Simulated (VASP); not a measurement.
Mo:

```
Mo
1.0
    -1.58381    1.58381    1.58381
     1.58381   -1.58381    1.58381
     1.58381    1.58381   -1.58381
Mo
1
Direct
  0.00000 0.00000 0.00000
```

| Quantity | Value |
| --- | --- |
| Program | VASP 6.6.1 |
| Task | relaxation of cell and atoms |
| Functional | PBEsol |
| Dispersion | D3(BJ) |
| Potentials or basis | VASP PAW PBE potentials, release 64 (Mo_sv) |
| Cutoff | 600 eV |
| k mesh | 12 × 12 × 12 |
| Occupations | fermi-dirac, width 0.05 eV |
| Spin | no spin polarisation |

At the start: pressure -16.3 GPa; volume 15.89 Å³/atom.

Question: How do energy, volume and symmetry change on relaxing?

Answer: Over 5 steps the energy falls by 50.9 meV/atom and the volume is 14.94 Å³/atom (-6.0 %); space group Im-3m (No. 229, to 0.05 Å).

The path:
| step | energy change (eV) | largest force (eV/Å) | pressure (GPa) | volume (Å³) |
| --- | --- | --- | --- | --- |
| 1 | 0.0000 | 0.0000 | -16.29 | 15.89 |
| 2 | 0.4777 | 0.0000 | 79.00 | 12.46 |
| 3 | -0.0506 | 0.0000 | -1.51 | 15.02 |
| 4 | -0.0509 | 0.0000 | -0.28 | 14.96 |
| 5 | -0.0509 | 0.0000 | 0.09 | 14.94 |

Final structure:
```
Mo
1.0
    -1.55152    1.55152    1.55152
     1.55152   -1.55152    1.55152
     1.55152    1.55152   -1.55152
Mo
1
Direct
  0.00000 0.00000 0.00000
```

Caveat: the PAW data sets were made with another functional, which shifts forces and pressure a little; pairwise dispersion overbinds metals, which lowers pressure and volume.
